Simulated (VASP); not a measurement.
Wanted: the native input for a VASP 6.6.1 run.

```
Task                   : single point
Functional             : r2SCAN
Potentials or basis    : VASP PAW PBE potentials, release 64 (Al)
Cutoff                 : 520 eV
k mesh                 : 22 × 22 × 7
Occupations            : gaussian, width 0.15 eV
Spin                   : no spin polarisation
Dipole correction      : no
Further INCAR settings : ALGO = Normal; EDIFF = 1e-07; NBANDS = 14
```

Al:

```xyz
4
Lattice="-1.5944 1.5944 -1.5944 -1.5944 -1.5944 1.5944 -0.9566 6.3775 6.3775" Properties=species:S:1:pos:R:3 pbc="T T T"
Al    0.0000    5.5803    5.5803
Al   -1.5944    0.7972    0.7972
Al    0.0000    2.3916    2.3916
Al   -1.5944    3.9859    3.9859
```

This cell differs from its parent crystal: the part above a cut slid along it.

These files were run (other wordings do the same):

POSCAR

```
Al
1.0
   -1.5943685756      1.5943685756     -1.5943685756
   -1.5943685756     -1.5943685756      1.5943685756
   -0.9566211454      6.3774743023      6.3774743023
Al
4
Direct
   -0.2625000000     -0.2625000000      0.8750000000
    0.4625000000      0.4625000000      0.1250000000
   -0.1125000000     -0.1125000000      0.3750000000
    0.3125000000      0.3125000000      0.6250000000
```

INCAR.step1

```
SYSTEM = Al
PREC     = Accurate       ! precision mode
ENCUT    = 520            ! plane-wave cutoff, eV
ISMEAR   = 0              ! smearing method
SIGMA    = 0.15           ! smearing width, eV
LREAL    = .False.        ! projectors in reciprocal space
LASPH    = .True.         ! aspherical terms in the spheres
NELM     = 100            ! most SCF steps
NBANDS   = 14             ! bands
GGA      = PE             ! functional
ALGO     = Normal         ! electronic algorithm
EDIFF    = 1E-4           ! SCF threshold, eV
LWAVE    = .True.         ! write WAVECAR
LCHARG   = .False.        ! write CHGCAR
```

INCAR.step2

```
SYSTEM = Al
PREC     = Accurate       ! precision mode
ENCUT    = 520            ! plane-wave cutoff, eV
EDIFF    = 1E-7           ! SCF threshold, eV
ISMEAR   = 0              ! smearing method
SIGMA    = 0.15           ! smearing width, eV
LREAL    = .False.        ! projectors in reciprocal space
LASPH    = .True.         ! aspherical terms in the spheres
NELM     = 100            ! most SCF steps
ALGO     = Normal         ! electronic algorithm
ISIF     = 2              ! what is computed and relaxed
LWAVE    = .False.        ! write WAVECAR
LCHARG   = .True.         ! write CHGCAR
METAGGA  = R2SCAN         ! meta-GGA
LMIXTAU  = .True.       
LELF     = .True.         ! ELF
LVHAR    = .True.       
NBANDS   = 14             ! bands
ISTART   = 1
```

KPOINTS

```
Automatic mesh
0
Gamma
  22 22 7
  0 0 0
```

Potentials or basis: VASP PAW PBE potentials, release 64 (Al).

Command:

```bash
$ cat potpaw_PBE.64/Al/POTCAR > POTCAR
$ cp INCAR.step1 INCAR
$ mpirun -np 1 vasp_std > vasp.out
$ cp INCAR.step2 INCAR
$ mpirun -np 1 vasp_std > vasp.out
```

Results of the run:

The pressure is 3.3 GPa. The largest force is 2.018 eV/Å. The band gap on the k mesh is zero (bands 6 and 7 overlap by 7.09 eV).

Caveat: the cell differs from its parent crystal (the part above a cut slid along it); the stress differs along the axes, from -0 to 5 GPa; the PAW data sets were made with another functional, which shifts forces and pressure a little.

Wall time 61 min on 1 thread of Oxide Virtual Turin-like Processor, on a shared host, peak memory 0.64 GiB.
